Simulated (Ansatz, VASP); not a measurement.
**One calculation of Al12O, two programs**

```
CELL_PARAMETERS angstrom
5.71430 0.00000 0.00000
0.00000 5.71430 0.00000
0.00000 0.00000 21.17502
ATOMIC_POSITIONS crystal
Al 0.25000 0.25000 0.18890
Al 0.25000 0.75000 0.18890
Al 0.75000 0.25000 0.18890
Al 0.75000 0.75000 0.18890
Al 0.00000 0.00000 0.28737
Al 0.00000 0.50000 0.28737
Al 0.50000 0.00000 0.28737
Al 0.50000 0.50000 0.28737
Al 0.25000 0.25000 0.38607
Al 0.25000 0.75000 0.38607
Al 0.75000 0.25000 0.38607
Al 0.75000 0.75000 0.38607
O 0.50000 0.50000 0.42716
```

Alike in both runs: task single point; functional PBE; k mesh 5 × 5 × 1; occupations gaussian, width 0.1 eV; collinear spin.

```csv
,VASP,Ansatz
version,VASP 6.6.1,Ansatz 0.2.0
potentials or method,"VASP PAW PBE potentials, release 64 (Al, O), cutoff 520 eV","scalar-relativistic, plane waves, PAW"
valence electrons in the cell,42,42
```

|  | VASP | Ansatz | Ansatz less VASP |
| --- | --- | --- | --- |
| gap on the k mesh at the Fermi level (eV) | none | none | - |
| rms of the force components (eV/Å) | 0.233 | 0.234 | +0.0008 |
| net moment per atom (μB) | 0.00 | 0.00 | 0.000 |

Atom by atom the forces differ by 0.002 eV/Å (rms over components). A gap of «none» marks a metal or a gap that the smearing closes. Ansatz's warnings: seeded moment not kept.
